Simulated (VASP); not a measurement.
Write the native input for VASP 6.6.1 that does the following.

* Task: single point
* Functional: PBEsol
* Potentials or basis: VASP PAW PBE potentials, release 64 (Ir_sv_GW, As_d)
* Cutoff: 560 eV
* k mesh: 8 × 8 × 8
* Occupations: gaussian, width 0.05 eV
* Spin: no spin polarisation
* Dipole correction: no
* Further INCAR settings: ALGO = Normal; EDIFF = 1e-06; NBANDS = 40

The structure of AsIr lies in POSCAR:

```
AsIr
1.0
    2.9162033005      0.0000000000      0.0000000000
    0.0000000000      2.8870412675      0.0000000000
    0.0000000000      0.0000000000      7.7543056971
Ir As
2 2
Direct
    0.0000000000      0.5000000000      0.0000000000
    0.5000000000      0.0000000000      0.5000000000
    0.0000000000      0.0000000000      0.2500000000
    0.0000000000      0.0000000000      0.7500000000
```

The input as run:

INCAR

```
SYSTEM = AsIr
PREC = Accurate ; ENCUT = 560
EDIFF = 1E-6 ; ISMEAR = 0
SIGMA = 0.05 ; LREAL = .False.
LASPH = .True. ; NELM = 120
ALGO = Normal ; ISIF = 2
LWAVE = .False. ; LCHARG = .False.
GGA = PS ; NBANDS = 40
GGA_COMPAT = .False.
```

KPOINTS

```
Automatic mesh
0
Gamma
  8 8 8
  0 0 0
```

Potentials or basis: VASP PAW PBE potentials, release 64 (Ir_sv_GW, As_d).

Run with:

```sh
$ cat potpaw_PBE.64/Ir_sv_GW/POTCAR potpaw_PBE.64/As_d/POTCAR > POTCAR
$ mpirun -np 1 vasp_std > vasp.out
```

Results of the run:

```
Pressure               : 1.0 GPa
Largest force          : 0.157 eV/Å
Band gap on the k mesh : zero (bands 32 and 33 overlap by 1.47 eV)
```

Caveat: the PAW data sets were made with another functional, which shifts forces and pressure a little; spin-orbit coupling is left out, which moves the levels of the heavy elements.

It took 3.5 min on 1 thread of AMD EPYC 9R45 96-Core Processor (Zen 5), with other jobs on the host, peak memory 0.38 GiB.
